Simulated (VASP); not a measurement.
## SrRe3: single point with PBE

The system is SrRe3.

```
CELL_PARAMETERS angstrom
5.85194 0.00000 0.00000
-2.92597 5.06793 0.00000
0.00000 0.00000 2.52618
ATOMIC_POSITIONS crystal
Sr 0.00000 0.00000 0.00000
Re 0.50000 0.00000 0.00000
Re 0.00000 0.50000 0.00000
Re 0.50000 0.50000 0.00000
```

The cell was generated, and may not be a known phase.

* Program: VASP 6.6.1
* Task: single point
* Functional: PBE
* Potentials or basis: VASP PAW PBE potentials, release 64 (Sr_sv, Re_sv_GW)
* Cutoff: 560 eV
* k mesh: 6 × 6 × 6
* Occupations: gaussian, width 0.1 eV
* Spin: no spin polarisation

The pressure is -0.3 GPa. The band gap on the k mesh is zero (an odd number of electrons rules out a gap without spin polarisation).

Levels at points of the mesh, in eV from the Fermi level:
```tsv
k point	band 24	band 25	band 26	band 27	band 28	band 29	band 30	band 31
(0.00, 0.00, 0.00)	-0.76	-0.76	-0.64	1.23	1.47	1.47	1.69	1.69
(0.50, 0.00, 0.00)	-2.51	-2.00	-1.63	-0.59	0.25	1.58	1.73	2.14
(0.00, 0.00, 0.50)	-1.88	-1.26	-1.26	0.13	0.36	0.36	2.59	2.59
(0.50, 0.00, 0.50)	-1.33	-1.30	-0.72	-0.57	-0.44	-0.07	-0.04	1.14
```

Run time: 79 s on 1 thread of AMD EPYC 7R13 Processor (Zen 3), with other jobs on the host, peak memory 0.22 GiB.

Caveat: the k points lie up to 0.41 Å⁻¹ apart, too coarse for converged energies and pressures of a metal; spin-orbit coupling is left out, which moves the levels of the heavy elements.
